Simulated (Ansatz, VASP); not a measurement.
# TePb in VASP and in Ansatz

INCAR

```
  PREC = Accurate
  ENCUT = 520
  EDIFF = 1E-7
  ISMEAR = 0
  SIGMA = 0.15
  LREAL = F
  LASPH = T
  NELM = 100
  ALGO = Normal
  ISIF = 2
  LWAVE = F
  LCHARG = T
  GGA = PE
  LELF = T
  LVHAR = T
  NBANDS = 17
```

The input KPOINTS:

```
Automatic mesh
0
Gamma
  7 7 7
```

The input POSCAR:

```
TePb
1.0
    0.0000000000      3.2310000000      3.2310000000
    3.2310000000      0.0000000000      3.2310000000
    3.2310000000      3.2310000000      0.0000000000
Pb Te
1 1
Direct
    0.0000000000      0.0000000000      0.0000000000
    0.5000000000      0.5000000000      0.5000000000
```

The input input.yaml:

```yaml
crystal:
  lattice:
    - [0.0, 3.231, 3.231]
    - [3.231, 0.0, 3.231]
    - [3.231, 3.231, 0.0]
  atoms:
    - { symbol: Pb, position: [0.0, 0.0, 0.0] }
    - { symbol: Te, position: [0.5, 0.5, 0.5] }
hamiltonian:
  xc: pbe
  pseudopotentials: { kind: paw }
kpoints:
  mp_grid: { grid: [7, 7, 7] }
scf:
  occupations: { method: gaussian, width: 0.15 }
output:
  forces: true
  stress: true
  eigenvalues: true
```

Alike in both runs: task single point; functional PBE; k mesh 7 × 7 × 7; occupations gaussian, width 0.15 eV; no spin polarisation.

|  | VASP | Ansatz |
| --- | --- | --- |
| version | VASP 6.6.1 | Ansatz 0.2.0 |
| potentials or method | VASP PAW PBE potentials, release 64 (Pb_d, Te) | Ansatz PAW |
| plane-wave cutoff (eV) | 520 | 420 |
| valence electrons in the cell | 20 | 30 |

|  | VASP | Ansatz | Ansatz less VASP |
| --- | --- | --- | --- |
| pressure (GPa) | 2.1 | 2.1 | +0.04 |

VASP's potentials hold 20 valence electrons a cell and Ansatz's 30, so a difference there can come from the potentials and not from the codes.

Neither program's run includes spin-orbit coupling.
